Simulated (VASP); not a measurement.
# SiO2 (P4_2/nmc) in VASP: notebook

SiO2 is run at these levels: PBE0, HSE06; tasks: single point.

All numbers are computed with VASP 6.6.1; they aren't measurements. Logs are shortened: lines on timing, memory, paths and dates and some standing lists are left out, and cuts for length are marked.

### 1 The cell of the first run

The structure is tetragonal, space group P4_2/nmc (No. 137). The conventional cell has a = 2.825 Å, b = 2.825 Å, c = 8.189 Å, α = 90.00°, β = 90.00°, γ = 90.00°. Si (site symmetry -4m2) has 4 O at 1.64 Å within 2.2 Å. O (site symmetry 2mm) has 2 Si at 1.64 Å within 2.2 Å.

### 2 Single point, PBE0

Input file POSCAR:

```
SiO2
1.0
    2.8254041668      0.0000000000      0.0000000000
    0.0000000000      2.8254041668      0.0000000000
    0.0000000000      0.0000000000      8.1886518438
Si O
2 4
Direct
    0.0000000000      0.0000000000      0.0000000000
    0.5000000000      0.5000000000      0.5000000000
    0.0000000000      0.5000000000      0.3979541675
    0.0000000000      0.5000000000      0.8979541675
    0.5000000000      0.0000000000      0.6020458325
    0.5000000000      0.0000000000      0.1020458325
```

Input file INCAR.step1:

```
PREC     = Accurate       # precision mode
ENCUT    = 520            # plane-wave cutoff, eV
EDIFF    = 1E-5           # SCF threshold, eV
ISMEAR   = 0              # smearing method
SIGMA    = 0.01           # smearing width, eV
LREAL    = F              # projectors in reciprocal space
LASPH    = T              # aspherical terms in the spheres
NELM     = 60             # most SCF steps
ALGO     = Normal         # electronic algorithm
ISIF     = 2              # what is computed and relaxed
LWAVE    = T              # write WAVECAR
NBANDS   = 25             # bands
GGA      = PE             # functional
```

Input file INCAR.step2:

```
PREC     = Accurate       # precision mode
ENCUT    = 520            # plane-wave cutoff, eV
EDIFF    = 1E-6           # SCF threshold, eV
ISMEAR   = 0              # smearing method
SIGMA    = 0.01           # smearing width, eV
LREAL    = F              # projectors in reciprocal space
LASPH    = T              # aspherical terms in the spheres
NELM     = 60             # most SCF steps
ALGO     = Normal         # electronic algorithm
ISIF     = 2              # what is computed and relaxed
LWAVE    = F              # write WAVECAR
LCHARG   = T              # write CHGCAR
GGA      = PE             # functional
LHFCALC  = T              # exact exchange
AEXX     = 0.25           # exact-exchange fraction
PRECFOCK = Fast         
LELF     = T              # ELF
LVHAR    = T            
NBANDS   = 25             # bands
ISTART   = 1
```

Input file KPOINTS:

```
regular mesh
0
Gamma
  6 6 2
```

Potentials or basis: VASP PAW PBE potentials, release 64 (Si, O).

Started as:

```
$ cat potpaw_PBE.64/Si/POTCAR potpaw_PBE.64/O/POTCAR > POTCAR
$ cp INCAR.step1 INCAR
$ mpirun -np 1 vasp_std > vasp.out
$ cp INCAR.step2 INCAR
$ mpirun -np 1 vasp_std > vasp.out
```

OUTCAR:

```text
PREC = Accurate
   ENCUT = 520
   EDIFF = 1E-6
   ISMEAR = 0
   LREAL = F
   LASPH = T
   NELM = 60
   ISIF = 2
   GGA = PE
   LHFCALC = T
   AEXX = 0.25
   PRECFOCK = Fast
   ISTART = 1

 ion  position               nearest neighbor table
   1  0.000  0.000  0.000-   4 1.64   4 1.64   6 1.64   6 1.64
   2  0.500  0.500  0.500-   3 1.64   5 1.64   5 1.64   3 1.64
   3  0.000  0.500  0.398-   2 1.64   2 1.64
   4  0.000  0.500  0.898-   1 1.64   1 1.64
   5  0.500  0.000  0.602-   2 1.64   2 1.64
   6  0.500  0.000  0.102-   1 1.64   1 1.64

  LATTYP: Found a simple tetragonal cell.
 ALAT       =     2.8254041668
 C/A-ratio  =     2.8982231781

  Lattice vectors:

 A1 = (   2.8254041668,   0.0000000000,   0.0000000000)
 A2 = (   0.0000000000,   2.8254041668,   0.0000000000)
 A3 = (   0.0000000000,   0.0000000000,   8.1886518438)

Analysis of symmetry for initial positions (statically):
=====================================================================
 Subroutine PRICEL returns:
 Original cell was already a primitive cell.

 Routine SETGRP: Setting up the symmetry group for a
 simple tetragonal supercell.

 Subroutine GETGRP returns: Found 16 space group operations
 (whereof  8 operations were pure point group operations)
 out of a pool of 16 trial point group operations.

The static configuration has the point symmetry D_2d.
 The point group associated with its full space group is D_4h.

Analysis of symmetry for dynamics (positions and initial velocities):
=====================================================================
 Subroutine PRICEL returns:
 Original cell was already a primitive cell.

 Routine SETGRP: Setting up the symmetry group for a
 simple tetragonal supercell.

 Subroutine GETGRP returns: Found 16 space group operations
 (whereof  8 operations were pure point group operations)
 out of a pool of 16 trial point group operations.

The dynamic configuration has the point symmetry D_2d.
 The point group associated with its full space group is D_4h.

 Subroutine INISYM returns: Found 16 space group operations
 (whereof  8 operations are pure point group operations),
 and found     1 'primitive' translations

----------------------------------------------------------------------------------------

                                     Primitive cell

  volume of cell :      65.3693

  direct lattice vectors                    reciprocal lattice vectors
     2.825404167  0.000000000  0.000000000     0.353931665  0.000000000  0.000000000
     0.000000000  2.825404167  0.000000000     0.000000000  0.353931665  0.000000000
     0.000000000  0.000000000  8.188651844     0.000000000  0.000000000  0.122120224

  length of vectors
     2.825404167  2.825404167  8.188651844     0.353931665  0.353931665  0.122120224

  position of ions in fractional coordinates (direct lattice)
     0.000000000  0.000000000  0.000000000
     0.500000000  0.500000000  0.500000000
     0.000000000  0.500000000  0.397954168
     0.000000000  0.500000000  0.897954168
     0.500000000  0.000000000  0.602045832
     0.500000000  0.000000000  0.102045833

  ion indices of the primitive-cell ions
   primitive index   ion index
                 1           1
                 2           2
                 3           3
                 4           4
                 5           5
                 6           6

----------------------------------------------------------------------------------------

 KPOINTS: regular mesh

Automatic generation of k-mesh.
 Grid dimensions read from file:
 generate k-points for:    6    6    2

 Generating k-lattice:

  Cartesian coordinates                     Fractional coordinates (reciprocal lattice)
     0.058988611  0.000000000  0.000000000     0.166666667  0.000000000  0.000000000
     0.000000000  0.058988611  0.000000000     0.000000000  0.166666667  0.000000000
     0.000000000  0.000000000  0.061060112     0.000000000  0.000000000  0.500000000

  Length of vectors
     0.058988611  0.058988611  0.061060112

  Shift w.r.t. Gamma in fractional coordinates (k-lattice)
     0.000000000  0.000000000  0.000000000

 Subroutine IBZKPT returns following result:
 ===========================================

 Found     20 irreducible k-points:

 Following reciprocal coordinates:
            Coordinates               Weight
  0.000000  0.000000  0.000000      1.000000
  0.166667  0.000000  0.000000      4.000000
  0.333333  0.000000  0.000000      4.000000
  0.500000  0.000000  0.000000      2.000000
  0.166667  0.166667  0.000000      4.000000
  0.333333  0.166667  0.000000      8.000000
[... 12 lines left out ...]
  0.500000  0.333333  0.500000      4.000000
  0.500000  0.500000  0.500000      1.000000
   k-points           NKPTS =     20   k-points in BZ     NKDIM =     72   number of bands    NBANDS=     25
   number of dos      NEDOS =    301   number of ions     NIONS =      6
   total plane-waves  NPLWV =  36864
   dimension x,y,z NGX =    24 NGY =   24 NGZ =   64
   dimension x,y,z NGXF=    48 NGYF=   48 NGZF=  128
   ions per type =               2   4
   NGX,Y,Z   is equivalent  to a cutoff of  14.12, 14.12, 12.99 a.u.
   NGXF,Y,Z  is equivalent  to a cutoff of  28.24, 28.24, 25.99 a.u.
 SYSTEM =  unknown system
   PREC   = accura    normal or accurate (medium, high low for compatibility)
   ISTART =      1    job   : 0-new  1-cont  2-samecut
   ICHARG =      0    charge: 1-file 2-atom 10-const
   ISPIN  =      1    spin polarized calculation?
   LNONCOLLINEAR =      F non collinear calculations
   LSORBIT =      F    spin-orbit coupling
   LASPH  =      T    aspherical Exc in radial PAW
   ENCUT  =  520.0 eV  38.22 Ry    6.18 a.u.   5.25  5.25 15.23*2*pi/ulx,y,z
   NELM   =     60;   NELMIN=  2; NELMDL=  0     # of ELM steps
   EDIFF  = 0.1E-05   stopping-criterion for ELM
   LREAL  =      F    real-space projection
   EDIFFG = 0.1E-04   stopping-criterion for IOM
   NSW    =      0    number of steps for IOM
   IBRION =     -1    ionic relax: 0-MD 1-quasi-New 2-CG
   NFREE  =      0    steps in history (QN), initial steepest desc. (CG)
   ISIF   =      2    stress and relaxation
   ISYM   =      3    0-nonsym 1-usesym 2-fastsym
   POTIM  = 0.5000    time-step for ionic-motion
   TEBEG  =    0.0;   TEEND  =   0.0 temperature during run
   PSTRESS=    0.0 pullay stress
   NELECT =      32.0000    total number of electrons
   NUPDOWN=      -1.0000    fix difference up-down
   EMIN   =  10.00;   EMAX   =-10.00  energy-range for DOS
   EFERMI =   0.00;   METHOD = LEGACY
   ISMEAR =     0;   SIGMA  =   0.01  broadening in eV -4-tet -1-fermi 0-gaus
   EFERMI_NEDOS =   21; number of points for ismear=-14 and -15
   IALGO  =     38    algorithm
   IMIX   =      1    mixing-type and parameters
     AMIX     =   0.40;   BMIX     =  1.00
     AMIX_MAG =   1.60;   BMIX_MAG =  1.00
  volume/ion in A,a.u.               =      10.89        73.52
  Fermi-wavevector in a.u.,A,eV,Ry     =   1.290229  2.438180 22.649512  1.664692
  Thomas-Fermi vector in A             =   2.422074
   LORBIT       =      0    0 simple, 1 ext, 2 COOP (PROOUT), +10 PAW based schemes
   GGA     = PE    functional components
   LHFCALC =     T    Hartree Fock is set to
   PRECFOCK=fast      Normal, Fast or Accurate (Low or Medium for compatibility)
   ENCUT4O =  -1.0   cutoff for four orbital integrals eV
   NKREDX  =     1    reduce k-point grid by
   NKREDY  =     1    reduce k-point grid by
   NKREDZ  =     1    reduce k-point grid by
   AEXX    =    0.2500 exact exchange contribution
   HFSCREEN=    0.0000 screening length (either q_TF or 0.3 A-1)
   HFSCREENC=   0.0000 screening length for correlation (either q_TF or 0.3 A-1)
   ENCUTFOCK=  -1.0 apply spherical cutoff to Coloumb kernel
   IVDW    =     0    specifies the selected vdW correction
   LEPSILON=     F    determine dielectric tensor
   LRPA    =     F    only Hartree local field effects (RPA)
 non-spin polarized calculation
 Gauss-broadening in eV      SIGMA  =   0.01
  energy-cutoff  :      520.00
  volume of cell :       65.37
 maximum number of plane-waves:      1784
 NGX is ok and might be reduce to    24
  NGX = 12; NGY = 12; NGZ = 36

 number of electron      32.0000021 magnetization

 Free energy of the ion-electron system (eV)
  ---------------------------------------------------
  ext. energy  EPLUGINS =         0.00000000
  ---------------------------------------------------
  free energy    TOTEN  =       -59.89865963 eV

  energy without entropy =      -59.89865963  energy(sigma->0) =      -59.89865963

 E-fermi :   0.9440     XC(G=0):  -7.9550

 val. band max:        0.8318026343   @ k =   0.3333   0.1667   0.0000
 cond. band min:       8.7603558701   @ k =   0.0000   0.0000   0.0000
 fundamental gap:      7.9285532358
 Fermi energy:         0.9440499182

 k-point     1 :       0.0000    0.0000    0.0000
  band No.  band energies     occupation
      1     -20.6225      2.00000
      2     -20.4484      2.00000
      3     -17.9004      2.00000
      4     -17.6364      2.00000
      5      -3.6335      2.00000
      6      -3.6335      2.00000
[... 17 lines left out ...]
     24      20.0151      0.00000
     25      20.0499      0.00000

 k-point     2 :       0.1667    0.0000    0.0000
  band No.  band energies     occupation
      1     -20.3461      2.00000
      2     -20.1837      2.00000
      3     -17.9042      2.00000
      4     -17.6841      2.00000
      5      -4.8914      2.00000
      6      -4.7651      2.00000
[... 17 lines left out ...]
     24      18.7588      0.00000
     25      19.2198      0.00000

 k-point     3 :       0.3333    0.0000    0.0000
  band No.  band energies     occupation
      1     -19.6140      2.00000
      2     -19.4932      2.00000
      3     -18.0544      2.00000
      4     -17.9526      2.00000
      5      -6.4794      2.00000
      6      -6.3591      2.00000
[... 440 lines left out ...]
 k-point    19 :       0.5000    0.3333    0.5000
  band No.  band energies     occupation
      1     -18.2510      2.00000
      2     -18.2510      2.00000
      3     -18.1279      2.00000
      4     -18.1279      2.00000
      5      -7.4421      2.00000
      6      -7.4421      2.00000
[... 17 lines left out ...]
     24      17.6343      0.00000
     25      18.5258      0.00000

 k-point    20 :       0.5000    0.5000    0.5000
  band No.  band energies     occupation
      1     -18.0163      2.00000
      2     -18.0163      2.00000
      3     -18.0163      2.00000
      4     -18.0163      2.00000
      5      -7.8762      2.00000
      6      -7.8762      2.00000
[... 17 lines left out ...]
     24      17.4589      0.00000
     25      19.0605      0.00000

------------------------ aborting loop because EDIFF is reached ----------------------------------------

  FORCE on cell =-STRESS in cart. coord.  units (eV):
  Direction    XX          YY          ZZ          XY          YZ          ZX
  --------------------------------------------------------------------------------------
  -------------------------------------------------------------------------------------
  Total       -0.0396510     -0.0396510      0.0792921      0.0000000      0.0000000     -0.0000000
  in kB       -0.9718327     -0.9718327      1.9434208      0.0000000      0.0000000     -0.0000000
  external PRESSURE =      -0.0000815 kB  Pullay stress =       0.0000000 kB

 VOLUME and BASIS-vectors are now :
 -----------------------------------------------------------------------------
  energy-cutoff  :      520.00
  volume of cell :       65.37
      direct lattice vectors                 reciprocal lattice vectors
     2.825404167  0.000000000  0.000000000     0.353931665  0.000000000  0.000000000
     0.000000000  2.825404167  0.000000000     0.000000000  0.353931665  0.000000000
     0.000000000  0.000000000  8.188651844     0.000000000  0.000000000  0.122120224

 POSITION                                       TOTAL-FORCE (eV/Angst)
 -----------------------------------------------------------------------------------
      0.00000      0.00000      0.00000         0.000000      0.000000      0.000000
      1.41270      1.41270      4.09433        -0.000000      0.000000      0.000000
      0.00000      1.41270      3.25871        -0.000000     -0.000000      0.132618
      0.00000      1.41270      7.35303        -0.000000      0.000000      0.132618
      1.41270      0.00000      4.92994         0.000000      0.000000     -0.132618
      1.41270      0.00000      0.83562         0.000000      0.000000     -0.132618
 -----------------------------------------------------------------------------------
    total drift:                                0.000000      0.000000      0.000002

  FREE ENERGIE OF THE ION-ELECTRON SYSTEM (eV)
  ---------------------------------------------------
  free  energy   TOTEN  =       -59.8986596290 eV

  energy  without entropy=      -59.8986596290  energy(sigma->0) =      -59.89865963
```

Run time: 13 min. Hardware: 1 thread of Intel Xeon Platinum 8488C (Sapphire Rapids), shared host; peak memory 0.2 GiB.

Results:

| Property | Result |
| --- | --- |
| Free energy | -59.8987 eV |
| Pressure | 0.0 GPa |
| Largest force | 0.133 eV/Å |
| Band gap on the k mesh | 7.93 eV (least direct gap 8.25 eV) |

Forces in eV/Å, atoms in the order of the input:
```
Si   0.000  0.000  0.000
Si   0.000  0.000  0.000
O    0.000  0.000  0.133
O    0.000  0.000  0.133
O    0.000  0.000 -0.133
O    0.000  0.000 -0.133
```

Caveat: the PAW data sets were made with another functional, which shifts forces and pressure a little. A k mesh can miss the band edges.

### 3 Single point, HSE06

POSCAR is that of step 2.

Input file INCAR.step1:

```
SYSTEM = SiO2
PREC = Accurate
ENCUT = 520
EDIFF = 1E-5
ISMEAR = 0
SIGMA = 0.01
LREAL = .False.
LASPH = .True.
NELM = 80
ALGO = Normal
ISIF = 2
LWAVE = .True.
LCHARG = .False.
GGA = PE
NBANDS = 25
```

Input file INCAR.step2:

```
SYSTEM = SiO2
PREC = Accurate
ENCUT = 520
EDIFF = 1E-7
ISMEAR = 0
SIGMA = 0.01
LREAL = .False.
LASPH = .True.
NELM = 80
ALGO = Normal
ISIF = 2
LWAVE = .False.
LCHARG = .False.
GGA = PE
LHFCALC = .True.
HFSCREEN = 0.2079
PRECFOCK = Fast
ISTART = 1
NBANDS = 25
```

Input file KPOINTS:

```
Automatic mesh
0
Gamma
  6 6 2
  0 0 0
```

Potentials or basis: VASP PAW PBE potentials, release 64 (Si, O).

Started as:

```
$ cat potpaw_PBE.64/Si/POTCAR potpaw_PBE.64/O/POTCAR > POTCAR
$ cp INCAR.step1 INCAR
$ mpirun -np 1 vasp_std > vasp.out
$ cp INCAR.step2 INCAR
$ mpirun -np 1 vasp_std > vasp.out
```

OUTCAR:

```text
SYSTEM = SiO2
   PREC = Accurate
   ENCUT = 520
   EDIFF = 1E-7
   ISMEAR = 0
   LREAL = .False.
   LASPH = .True.
   NELM = 80
   ISIF = 2
   GGA = PE
   LHFCALC = .True.
   HFSCREEN = 0.2079
   PRECFOCK = Fast
   ISTART = 1

 ion  position               nearest neighbor table
   1  0.000  0.000  0.000-   4 1.64   4 1.64   6 1.64   6 1.64
   2  0.500  0.500  0.500-   3 1.64   5 1.64   5 1.64   3 1.64
   3  0.000  0.500  0.398-   2 1.64   2 1.64
   4  0.000  0.500  0.898-   1 1.64   1 1.64
[... 773 lines left out ...]
  -------------------------------------------------------------------------------------
  Total        0.0233194      0.0233194      0.1568856      0.0000000      0.0000000      0.0000000
  in kB        0.5715494      0.5715494      3.8452115      0.0000000      0.0000000      0.0000000
  external PRESSURE =       1.6627701 kB  Pullay stress =       0.0000000 kB

 VOLUME and BASIS-vectors are now :
 -----------------------------------------------------------------------------
  energy-cutoff  :      520.00
  volume of cell :       65.37
      direct lattice vectors                 reciprocal lattice vectors
     2.825404167  0.000000000  0.000000000     0.353931665  0.000000000  0.000000000
     0.000000000  2.825404167  0.000000000     0.000000000  0.353931665  0.000000000
     0.000000000  0.000000000  8.188651844     0.000000000  0.000000000  0.122120224

 POSITION                                       TOTAL-FORCE (eV/Angst)
 -----------------------------------------------------------------------------------
      0.00000      0.00000      0.00000        -0.000000     -0.000000      0.000000
      1.41270      1.41270      4.09433         0.000000     -0.000000      0.000000
      0.00000      1.41270      3.25871         0.000000      0.000000      0.127640
      0.00000      1.41270      7.35303         0.000000     -0.000000      0.127640
      1.41270      0.00000      4.92994         0.000000     -0.000000     -0.127640
      1.41270      0.00000      0.83562         0.000000     -0.000000     -0.127640
 -----------------------------------------------------------------------------------
    total drift:                                0.000007      0.000005     -0.000003

  FREE ENERGIE OF THE ION-ELECTRON SYSTEM (eV)
  ---------------------------------------------------
  free  energy   TOTEN  =       -56.6770422165 eV

  energy  without entropy=      -56.6770422165  energy(sigma->0) =      -56.67704222
```

OUTCAR.step1:

```text
SYSTEM = SiO2
   PREC = Accurate
   ENCUT = 520
   EDIFF = 1E-5
   ISMEAR = 0
   LREAL = .False.
   LASPH = .True.
   NELM = 80
[... 792 lines left out ...]
      0.00000      1.41270      7.35303        -0.000000      0.000000     -0.465167
      1.41270      0.00000      4.92994        -0.000000      0.000000      0.465167
      1.41270      0.00000      0.83562         0.000000      0.000000      0.465167
 -----------------------------------------------------------------------------------
    total drift:                                0.000000      0.000000     -0.000000

  FREE ENERGIE OF THE ION-ELECTRON SYSTEM (eV)
  ---------------------------------------------------
  free  energy   TOTEN  =       -45.8484490733 eV

  energy  without entropy=      -45.8484490733  energy(sigma->0) =      -45.84844907
```

It took 29 min on 1 thread of Oxide Virtual Turin-like, shared host; peak memory 0.27 GiB.

Results:

```
Free energy            : -56.6770 eV
Pressure               : 0.2 GPa
Largest force          : 0.128 eV/Å
Band gap on the k mesh : 7.15 eV (least direct gap 7.48 eV)
```

Forces in eV/Å, atoms in the order of the input:
```
Si   0.000  0.000  0.000
Si   0.000  0.000  0.000
O    0.000  0.000  0.128
O    0.000  0.000  0.128
O    0.000  0.000 -0.128
O    0.000  0.000 -0.128
```

Stress tensor (GPa, compression positive):
```
0.06 0.00 0.00
0.00 0.06 0.00
0.00 0.00 0.38
```

Levels at points of the mesh, in eV from the valence-band top:
| k point | band 13 | band 14 | band 15 | band 16 | band 17 | band 18 | band 19 | band 20 |
| --- | --- | --- | --- | --- | --- | --- | --- | --- |
| (0.00, 0.00, 0.00) | -0.54 | -0.54 | -0.32 | -0.32 | 7.15 | 8.63 | 8.76 | 9.51 |
| (0.50, 0.00, 0.00) | -0.60 | -0.60 | -0.33 | -0.33 | 10.34 | 10.34 | 12.62 | 12.62 |
| (0.50, 0.50, 0.00) | -2.16 | -2.16 | -0.69 | -0.69 | 9.29 | 9.29 | 10.76 | 10.76 |
| (0.00, 0.00, 0.50) | -0.52 | -0.52 | -0.34 | -0.34 | 7.90 | 7.90 | 9.06 | 9.06 |
| (0.50, 0.00, 0.50) | -0.69 | -0.69 | -0.33 | -0.33 | 10.38 | 10.38 | 12.84 | 12.84 |
| (0.50, 0.50, 0.50) | -2.34 | -2.34 | -0.70 | -0.70 | 9.98 | 9.98 | 9.98 | 9.98 |

Caveat: the PAW data sets were made with another functional, which shifts forces and pressure a little.
